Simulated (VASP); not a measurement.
# SrB2MoF6 (Fm-3m) in VASP: single point with r2SCAN

Aim: the single point of SrB2MoF6 with r2SCAN.

Program: VASP 6.6.1. These are calculated values, not measurements. Logs are shortened: lines on timing, memory, paths and dates and some standing lists are left out, and cuts for length are marked.

### 1 The cell of the first run

Symmetry: Fm-3m, No. 225, cubic system. Conventional cell: a = 7.896 Å, b = 7.896 Å, c = 7.896 Å, α = 90.00°, β = 90.00°, γ = 90.00°. B (site symmetry -43m) has 12 F at 2.79 Å and 4 Sr at 3.42 Å and 4 Mo at 3.42 Å within 3.7 Å. Within 2.4 Å of F (site symmetry 4mm) lie 1 Mo at 1.84 Å and 1 Sr at 2.11 Å. Sr (site symmetry m-3m) has 6 F at 2.11 Å within 2.8 Å. Mo (site symmetry m-3m) has 6 F at 1.84 Å within 2.4 Å.

### 2 Single point, r2SCAN

Input file POSCAR:

```
SrB2MoF6
1.0
    0.0000000000      3.9482479300      3.9482479300
    3.9482479300      0.0000000000      3.9482479300
    3.9482479300      3.9482479300      0.0000000000
B F Sr Mo
2 6 1 1
Direct
    0.2500000000      0.2500000000      0.2500000000
    0.7500000000      0.7500000000      0.7500000000
    0.7665783954      0.2334216046      0.2334216046
    0.2334216046      0.7665783954      0.2334216046
    0.2334216046      0.7665783954      0.7665783954
    0.7665783954      0.2334216046      0.7665783954
    0.2334216046      0.2334216046      0.7665783954
    0.7665783954      0.7665783954      0.2334216046
    0.5000000000      0.5000000000      0.5000000000
    0.0000000000      0.0000000000      0.0000000000
```

Input file INCAR.step1:

```
SYSTEM = SrB2MoF6
PREC = Accurate
ENCUT = 660
ISMEAR = 0
SIGMA = 0.0969
LREAL = .FALSE.
LASPH = .TRUE.
NELM = 120
NBANDS = 47
GGA = PE
ALGO = Normal
EDIFF = 1E-5
LWAVE = .TRUE.
LCHARG = .FALSE.
GGA_COMPAT = .FALSE.
```

Input file INCAR.step2:

```
SYSTEM = SrB2MoF6
PREC = Accurate
ENCUT = 660
EDIFF = 1E-6
ISMEAR = 0
SIGMA = 0.0969
LREAL = .FALSE.
LASPH = .TRUE.
NELM = 120
ALGO = Normal
ISIF = 2
LWAVE = .FALSE.
LCHARG = .FALSE.
METAGGA = R2SCAN
LMIXTAU = .TRUE.
NBANDS = 47
ISTART = 1
GGA_COMPAT = .FALSE.
```

Input file KPOINTS:

```
Automatic mesh
0
G
  8 8 8
  0 0 0
```

Potentials or basis: VASP PAW PBE potentials, release 64 (B, F, Sr_sv, Mo_sv).

Launch:

```console
$ cat potpaw_PBE.64/B/POTCAR potpaw_PBE.64/F/POTCAR potpaw_PBE.64/Sr_sv/POTCAR potpaw_PBE.64/Mo_sv/POTCAR > POTCAR
$ cp INCAR.step1 INCAR
$ mpirun -np 1 vasp_std > vasp.out
$ cp INCAR.step2 INCAR
$ mpirun -np 1 vasp_std > vasp.out
```

OUTCAR:

```text
SYSTEM = SrB2MoF6
   PREC = Accurate
   ENCUT = 660
   EDIFF = 1E-6
   ISMEAR = 0
   LREAL = .FALSE.
   LASPH = .TRUE.
   NELM = 120
   ISIF = 2
   METAGGA = R2SCAN
   ISTART = 1

 ion  position               nearest neighbor table
   1  0.250  0.250  0.250-   9 3.42   9 3.42   9 3.42   9 3.42
   2  0.750  0.750  0.750-   9 3.42   9 3.42   9 3.42   9 3.42
   3  0.767  0.233  0.233-  10 1.84   9 2.11
   4  0.233  0.767  0.233-  10 1.84   9 2.11
   5  0.233  0.767  0.767-  10 1.84   9 2.11
   6  0.767  0.233  0.767-  10 1.84   9 2.11
   7  0.233  0.233  0.767-  10 1.84   9 2.11
   8  0.767  0.767  0.233-  10 1.84   9 2.11
   9  0.500  0.500  0.500-   3 2.11   4 2.11   5 2.11   6 2.11   7 2.11   8 2.11   1 3.42   1 3.42
                             1 3.42   2 3.42   2 3.42   2 3.42   2 3.42   1 3.42  10 3.95  10 3.95
  10  0.000  0.000  0.000-   3 1.84   4 1.84   5 1.84   6 1.84   7 1.84   8 1.84   9 3.95   9 3.95
                             9 3.95   9 3.95   9 3.95   9 3.95

  LATTYP: Found a face centered cubic cell.
 ALAT       =     7.8964958600

  Lattice vectors:

 A1 = (   0.0000000000,   3.9482479300,   3.9482479300)
 A2 = (   3.9482479300,   0.0000000000,   3.9482479300)
 A3 = (   3.9482479300,   3.9482479300,   0.0000000000)

Analysis of symmetry for initial positions (statically):
=====================================================================
 Subroutine PRICEL returns:
 Original cell was already a primitive cell.

 Routine SETGRP: Setting up the symmetry group for a
 face centered cubic supercell.

 Subroutine GETGRP returns: Found 48 space group operations
 (whereof 48 operations were pure point group operations)
 out of a pool of 48 trial point group operations.

The static configuration has the point symmetry O_h .

Analysis of symmetry for dynamics (positions and initial velocities):
=====================================================================
 Subroutine PRICEL returns:
 Original cell was already a primitive cell.

 Routine SETGRP: Setting up the symmetry group for a
 face centered cubic supercell.

 Subroutine GETGRP returns: Found 48 space group operations
 (whereof 48 operations were pure point group operations)
 out of a pool of 48 trial point group operations.

The dynamic configuration has the point symmetry O_h .

 Subroutine INISYM returns: Found 48 space group operations
 (whereof 48 operations are pure point group operations),
 and found     1 'primitive' translations

[... 119 lines left out ...]
   TEBEG  =    0.0;   TEEND  =   0.0 temperature during run
   PSTRESS=    0.0 pullay stress
   NELECT =      72.0000    total number of electrons
   NUPDOWN=      -1.0000    fix difference up-down
   EMIN   =  10.00;   EMAX   =-10.00  energy-range for DOS
   EFERMI =   0.00;   METHOD = LEGACY
   ISMEAR =     0;   SIGMA  =   0.10  broadening in eV -4-tet -1-fermi 0-gaus
   EFERMI_NEDOS =   21; number of points for ismear=-14 and -15
   IALGO  =     38    algorithm
   IMIX   =      4    mixing-type and parameters
     AMIX     =   0.40;   BMIX     =  1.00
     AMIX_MAG =   1.60;   BMIX_MAG =  1.00
  volume/ion in A,a.u.               =      12.31        83.07
  Fermi-wavevector in a.u.,A,eV,Ry     =   1.369109  2.587240 25.503556  1.874458
  Thomas-Fermi vector in A             =   2.495013
   LORBIT       =      0    0 simple, 1 ext, 2 COOP (PROOUT), +10 PAW based schemes
   METAGGA = R2SCAN    functional components
   LHFCALC =     F    Hartree Fock is set to
   AEXX    =    0.0000 exact exchange contribution
   IVDW    =     0    specifies the selected vdW correction
   LEPSILON=     F    determine dielectric tensor
   LRPA    =     F    only Hartree local field effects (RPA)
 non-spin polarized calculation
 Gauss-broadening in eV      SIGMA  =   0.10
  energy-cutoff  :      660.00
  volume of cell :      123.10
 maximum number of plane-waves:      4766
   NGX = 23   NGY = 23   NGZ = 23

 number of electron      71.9999988 magnetization

 Free energy of the ion-electron system (eV)
  ---------------------------------------------------
  ext. energy  EPLUGINS =         0.00000000
  ---------------------------------------------------
  free energy    TOTEN  =       -82.56255341 eV

  energy without entropy =      -82.49748507  energy(sigma->0) =      -82.53001924

 E-fermi :   4.8394     XC(G=0): -10.8416

 val. band max:        4.8374135685   @ k =   0.5000   0.2500   0.1250
 cond. band min:       4.8463234002   @ k =   0.3750   0.1250   0.0000
 fundamental gap:      0.0089098317
 Fermi energy:         4.8393976736

 k-point     1 :       0.0000    0.0000    0.0000
  band No.  band energies     occupation
      1     -60.3072      2.00000
      2     -34.1859      2.00000
      3     -34.1859      2.00000
      4     -34.1859      2.00000
      5     -30.4775      2.00000
      6     -23.3749      2.00000
[... 1189 lines left out ...]
     46      11.9462      0.00000
     47      11.9529      0.00000

 [... further k-points ...]

------------------------ aborting loop because EDIFF is reached ----------------------------------------

  FORCE on cell =-STRESS in cart. coord.  units (eV):
  Direction    XX          YY          ZZ          XY          YZ          ZX
  --------------------------------------------------------------------------------------
  -------------------------------------------------------------------------------------
  Total       32.4470249     32.4470249     32.4470249     -0.0000000      0.0000000     -0.0000000
  in kB      422.3205556    422.3205556    422.3205556     -0.0000000      0.0000000     -0.0000000
  external PRESSURE =     422.3205556 kB  Pullay stress =       0.0000000 kB

 VOLUME and BASIS-vectors are now :
 -----------------------------------------------------------------------------
  energy-cutoff  :      660.00
  volume of cell :      123.10
      direct lattice vectors                 reciprocal lattice vectors
     0.000000000  3.948247930  3.948247930    -0.126638450  0.126638450  0.126638450
     3.948247930  0.000000000  3.948247930     0.126638450 -0.126638450  0.126638450
     3.948247930  3.948247930  0.000000000     0.126638450  0.126638450 -0.126638450

 POSITION                                       TOTAL-FORCE (eV/Angst)
 -----------------------------------------------------------------------------------
      1.97412      1.97412      1.97412        -0.000000     -0.000000     -0.000000
      5.92237      5.92237      5.92237        -0.000000     -0.000000     -0.000000
      1.84321      3.94825      3.94825         0.041485     -0.000000      0.000000
      3.94825      1.84321      3.94825        -0.000000      0.041485      0.000000
      6.05328      3.94825      3.94825        -0.041485     -0.000000      0.000000
      3.94825      6.05328      3.94825        -0.000000     -0.041485      0.000000
      3.94825      3.94825      1.84321        -0.000000     -0.000000      0.041485
      3.94825      3.94825      6.05328        -0.000000     -0.000000     -0.041485
      3.94825      3.94825      3.94825        -0.000000     -0.000000     -0.000000
      0.00000      0.00000      0.00000        -0.000000     -0.000000      0.000000
 -----------------------------------------------------------------------------------
    total drift:                               -0.000000     -0.000000      0.000000

  FREE ENERGIE OF THE ION-ELECTRON SYSTEM (eV)
  ---------------------------------------------------
  free  energy   TOTEN  =       -82.5625534132 eV

  energy  without entropy=      -82.4974850666  energy(sigma->0) =      -82.53001924
```

OSZICAR.step1:

```text
N       E                     dE             d eps       ncg     rms          rms(c)
DAV:   1     0.655377533468E+03    0.65538E+03   -0.46393E+04  2726   0.181E+03
DAV:   2    -0.102326811093E+02   -0.66561E+03   -0.64765E+03  3241   0.432E+02
DAV:   3    -0.511399261753E+02   -0.40907E+02   -0.40398E+02  3463   0.105E+02
DAV:   4    -0.522566088715E+02   -0.11167E+01   -0.11151E+01  4117   0.127E+01
DAV:   5    -0.522663224571E+02   -0.97136E-02   -0.97082E-02  3291   0.119E+00    0.797E+01
DAV:   6    -0.533510859211E+02   -0.10848E+01   -0.58806E+01  3048   0.464E+01    0.518E+01
DAV:   7    -0.446098854922E+02    0.87412E+01   -0.48019E+01  2865   0.342E+01    0.312E+01
DAV:   8    -0.446487162354E+02   -0.38831E-01   -0.76155E+00  2880   0.124E+01    0.153E+01
DAV:   9    -0.436990653668E+02    0.94965E+00   -0.18989E+01  3032   0.740E+00    0.801E+00
DAV:  10    -0.433311882245E+02    0.36788E+00   -0.42521E+00  2922   0.413E+00    0.420E+00
DAV:  11    -0.432299085258E+02    0.10128E+00   -0.13784E+00  2933   0.177E+00    0.248E+00
DAV:  12    -0.432234093626E+02    0.64992E-02   -0.34809E-01  2964   0.960E-01    0.141E+00
DAV:  13    -0.432174707753E+02    0.59386E-02   -0.22147E-01  2997   0.714E-01    0.139E+00
DAV:  14    -0.432102950448E+02    0.71757E-02   -0.42408E-02  3006   0.335E-01    0.126E-01
DAV:  15    -0.432101829436E+02    0.11210E-03   -0.28498E-04  3075   0.612E-02    0.359E-02
DAV:  16    -0.432101727211E+02    0.10222E-04   -0.44819E-05  2096   0.131E-02    0.120E-02
DAV:  17    -0.432101733489E+02   -0.62775E-06   -0.17736E-06  1734   0.652E-03
   1 F= -.43210173E+02 E0= -.43177664E+02  d E =-.650195E-01
```

Wall time 9.9 min (1 thread of Intel Xeon Platinum 8488C (Sapphire Rapids), shared host); peak memory 0.5 GiB.

Results:

- Free energy: -82.5626 eV
- Pressure: 42.2 GPa
- Largest force: 0.041 eV/Å
- Band gap on the k mesh: zero (bands 36 and 37 overlap by 0.49 eV)

Forces on the atoms (eV/Å):
```
B    0.000  0.000  0.000
B    0.000  0.000  0.000
F    0.041  0.000  0.000
F    0.000  0.041  0.000
F   -0.041  0.000  0.000
F    0.000 -0.041  0.000
F    0.000  0.000  0.041
F    0.000  0.000 -0.041
Sr   0.000  0.000  0.000
Mo   0.000  0.000  0.000
```

Levels at points of the mesh, in eV from the Fermi level:
```
           k point  band 32  band 33  band 34  band 35  band 36  band 37  band 38  band 39  band 40  band 41
(0.00, 0.00, 0.00)    -6.84    -6.76    -6.01    -0.40    -0.40    -0.40     1.05     1.05     1.05     1.44
(0.50, 0.00, 0.00)    -7.11    -5.54    -5.20    -0.30     0.09     0.15     0.15     0.65     0.82     0.82
(0.50, 0.50, 0.00)    -6.79    -5.19    -4.93    -0.69    -0.10     0.25     0.25     0.26     0.26     0.79
```

Caveat: the cell stands under pressure; the PAW data sets were made with another functional, which shifts forces and pressure a little.
